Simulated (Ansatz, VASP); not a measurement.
## AlCu in VASP and in Ansatz

```xyz
2
Lattice="2.9560 0.0554 0.0000 0.0554 2.9560 0.0000 0.0000 0.0000 2.9560" Properties=species:S:1:pos:R:3 pbc="T T T"
Al    0.0000    0.0000    0.0000
Cu    1.5057    1.5057    1.4780
```

Change from the starting cell: strain +0.0375 x Voigt [0, 0, 0, 0, 0, 1], atoms carried along.

Alike in both runs: task single point; functional PBEsol; k mesh 20 × 20 × 20; occupations gaussian, width 0.15 eV; no spin polarisation.

```csv
,VASP,Ansatz
version,VASP 6.6.1,Ansatz 0.2.0
potentials or method,"VASP PAW PBE potentials, release 64 (Al, Cu), cutoff 520 eV","scalar-relativistic, plane waves, PAW"
valence electrons in the cell,14,22
```

```tsv
	VASP	Ansatz	Ansatz less VASP
gap on the k mesh at the Fermi level (eV)	none	none	-
pressure (GPa)	0.1	0.3	+0.23
traceless stress, the component that is largest in VASP (GPa)	-1.80	-1.82	-0.021
```

VASP's potentials were made for PBE, not for PBEsol. A gap of «none» marks a metal or a gap that the smearing closes. With one functional, cell and mesh, what is left measures potentials, basis and numerics. VASP's potentials hold 14 valence electrons a cell and Ansatz's 22, so a difference there can come from the potentials and not from the codes.
